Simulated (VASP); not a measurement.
V, 1 atom in the cell. Symmetry: Im-3m, No. 229, cubic system. Conventional cell: a = 2.930 Å, b = 2.930 Å, c = 2.930 Å, α = 90.00°, β = 90.00°, γ = 90.00°. Within 3.3 Å of V (site symmetry m-3m) lie 14 V at 2.54 to 2.93 Å. 

* Program: VASP 6.6.1
* Task: single point
* Functional: LDA
* Potentials or basis: VASP PAW LDA potentials, release 64 (V_sv)
* Cutoff: 520 eV
* k mesh: 28 × 28 × 28
* Occupations: fermi-dirac, width 0.15 eV
* Spin: no spin polarisation
* Dipole correction: no
* Further INCAR settings: ALGO = Fast; EDIFF = 1e-07; NBANDS = 12

Potentials or basis: VASP PAW LDA potentials, release 64 (V_sv).

The run is started by

```sh
$ cat potpaw_LDA.64/V_sv/POTCAR > POTCAR
$ mpirun -np 1 vasp_std > vasp.out
```

Hardware: 1 thread of Intel(R) Xeon(R) Platinum 8559C (Emerald Rapids), on a shared host.

Question: Estimate the wall time of this run.

Answer: Wall time 56 s on 1 thread of Intel(R) Xeon(R) Platinum 8559C (Emerald Rapids), with other jobs on the host, peak memory 0.19 GiB. Counts: scf iterations 14, k points 624.
